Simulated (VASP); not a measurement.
Here is a VASP 6.6.1 calculation.

The input POSCAR:

```
CdSe
1.0
   -0.1153037606      3.0445106338      3.0445106338
    3.0445106338     -0.1153037606      3.0445106338
    3.0445106338      3.0445106338     -0.1153037606
Cd Se
1 1
Direct
   -0.0037239811     -0.0037239811     -0.0037239811
    0.2537239811      0.2537239811      0.2537239811
```

Contents of INCAR.step1:

```
SYSTEM = CdSe
PREC = Accurate
ENCUT = 520
ISMEAR = 0
SIGMA = 0.01
LREAL = .False.
LASPH = .True.
NELM = 100
NBANDS = 16
GGA = PE
ALGO = Normal
EDIFF = 1E-4
LWAVE = .True.
LCHARG = .False.
```

Contents of INCAR.step2:

```
SYSTEM = CdSe
PREC = Accurate
ENCUT = 520
EDIFF = 1E-6
ISMEAR = 0
SIGMA = 0.01
LREAL = .False.
LASPH = .True.
NELM = 100
ALGO = Normal
ISIF = 2
LWAVE = .False.
LCHARG = .False.
METAGGA = R2SCAN
LMIXTAU = .True.
NBANDS = 16
ISTART = 1
```

The input KPOINTS:

```
regular mesh
0
Gamma
  8 8 8
  0 0 0
```

Potentials or basis: VASP PAW PBE potentials, release 64 (Cd, Se).

Run with:

```console
$ cat potpaw_PBE.64/Cd/POTCAR potpaw_PBE.64/Se/POTCAR > POTCAR
$ cp INCAR.step1 INCAR
$ mpirun -np 1 vasp_std > vasp.out
$ cp INCAR.step2 INCAR
$ mpirun -np 1 vasp_std > vasp.out
```

What does it give for the band gap on the k mesh?

0.82 eV, direct.

Predict the largest force.

0.013 eV/Å.

Predict the pressure.

-1.5 GPa.

Forces in eV/Å, atoms in the order of the input:
```
Cd  -0.008 -0.008 -0.008
Se   0.008  0.008  0.008
```

Caveat: the cell differs from its parent crystal (epitaxial 111 strain +3.0%); the PAW data sets were made with another functional, which shifts forces and pressure a little.
